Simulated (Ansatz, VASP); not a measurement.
Li2Se: VASP beside Ansatz

Contents of INCAR:

```
ALGO = Normal
EDIFF = 1E-6
ENCUT = 750
GGA_COMPAT = False
ISIF = 2
ISMEAR = -1
LASPH = True
LCHARG = False
LREAL = False
LWAVE = False
NBANDS = 13
NELM = 120
PREC = Accurate
SIGMA = 0.05
```

The input KPOINTS:

```
k-points
0
Gamma
  7 7 7
```

POSCAR

```
Li2Se
1.0
    0.0000000000      2.9619207013      2.9619207013
    2.9619207013      0.0000000000      2.9619207013
    2.9619207013      2.9619207013      0.0000000000
Se Li
1 2
Direct
    0.0000000000      0.0000000000      0.0000000000
    0.7500000000      0.7500000000      0.7500000000
    0.2500000000      0.2500000000      0.2500000000
```

File input.yaml:

```yaml
crystal:
  lattice:
    - [0.0, 2.9619207013, 2.9619207013]
    - [2.9619207013, 0.0, 2.9619207013]
    - [2.9619207013, 2.9619207013, 0.0]
  atoms:
    - { symbol: Se, position: [0.0, 0.0, 0.0] }
    - { symbol: Li, position: [0.75, 0.75, 0.75] }
    - { symbol: Li, position: [0.25, 0.25, 0.25] }
hamiltonian:
  xc: lda
  pseudopotentials: { kind: paw }
kpoints:
  mp_grid: { grid: [7, 7, 7] }
scf:
  occupations: { method: fermi_dirac, width: 0.05 }
output:
  forces: true
  stress: true
  eigenvalues: true
```

Alike in both runs: task single point; functional LDA; k mesh 7 × 7 × 7; occupations fermi-dirac, width 0.05 eV; no spin polarisation.

```csv
,VASP,Ansatz
version,VASP 6.6.1,Ansatz 0.2.0
potentials or method,"VASP PAW LDA potentials, release 64 (Se, Li_sv)",Ansatz PAW
plane-wave cutoff (eV),750,420
valence electrons in the cell,12,22
```

VASP gave:

- gap on the k mesh at the Fermi level (eV): 2.91
- least direct gap on the mesh (eV): 3.38
- pressure (GPa): -1.4

Problem. What did Ansatz give for the same quantities?

Solution. gap on the k mesh at the Fermi level (eV): 2.92; least direct gap on the mesh (eV): 3.36; pressure (GPa): -1.4.

LDA's correlation is that of Perdew and Zunger in VASP and of Perdew and Wang (1992) in Ansatz. VASP's potentials hold 12 valence electrons a cell and Ansatz's 22, so a difference there can come from the potentials and not from the codes.

Noted on Ansatz's run: odd divisions of the mesh miss points on the zone boundary, where band edges often lie, so the gap on the mesh can be too wide.
